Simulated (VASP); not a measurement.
## CdS: single point with PBE-based screened hybrid

CdS:

```
CELL_PARAMETERS angstrom
0.00000 2.93921 2.93921
2.93921 0.00000 2.93921
2.93921 2.93921 0.00000
ATOMIC_POSITIONS crystal
Cd 0.00000 0.00000 0.00000
S 0.25000 0.25000 0.25000
```

```
Program             : VASP 6.6.1
Task                : single point
Functional          : PBE-based screened hybrid
Potentials or basis : VASP PAW PBE potentials, release 64 (Cd, S)
Cutoff              : 400 eV
k mesh              : 4 × 4 × 4
Occupations         : gaussian, width 0.01 eV
Spin                : no spin polarisation
```

```
Pressure               : 1.0 GPa
Band gap on the k mesh : 1.41 eV, direct
```

Levels at points of the mesh, in eV from the valence-band top:
```
           k point  band 5  band 6  band 7  band 8  band 9  band 10  band 11  band 12  band 13  band 14
(0.00, 0.00, 0.00)   -7.64   -7.64    0.00    0.00    0.00     1.41     6.90     6.90     6.90    11.73
(0.50, 0.00, 0.00)   -7.61   -7.27   -4.36   -0.74   -0.74     3.31     7.36     7.36     7.79    11.40
(0.50, 0.50, 0.00)   -7.56   -7.19   -3.94   -1.84   -1.84     3.85     4.66     9.55    11.12    11.12
```

Run time: 3.2 min on 1 thread of Intel(R) Xeon(R) Platinum 8488C (Sapphire Rapids), with other jobs on the host, peak memory 0.26 GiB.

Caveat: the k points lie up to 0.46 Å⁻¹ apart; the PAW data sets were made with another functional, which shifts forces and pressure a little.
